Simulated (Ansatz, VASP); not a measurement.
**One calculation of In, two programs**

```
In
1.0
     0.00000    2.38086    2.38086
     2.38086    0.00000    2.38086
     2.38086    2.38086    0.00000
In
2
Direct
  0.87500 0.87500 0.87500
  0.12500 0.12500 0.12500
```

Change from the starting cell: volume scaled by 0.4, LAPW.

Alike in both runs: task single point; functional LDA; k mesh 12 × 12 × 12; occupations fermi-dirac, width 0.05 eV; no spin polarisation.

|  | VASP | Ansatz |
| --- | --- | --- |
| version | VASP 6.6.1 | Ansatz 0.2.0 |
| potentials or method | VASP PAW LDA potentials, release 64 (In_d), cutoff 520 eV | all-electron LAPW, scalar-relativistic |

|  | VASP | Ansatz | Ansatz less VASP |
| --- | --- | --- | --- |
| pressure (GPa) | 289.4 | 287.8 | -1.63 |

LDA's correlation is that of Perdew and Zunger in VASP and of Perdew and Wang (1992) in Ansatz. Both programs put the cell under a high pressure, so it lies far from rest at this level. Ansatz ran all-electron here, and VASP with PAW potentials.

Noted on VASP's run: the cell as given lies far from equilibrium.
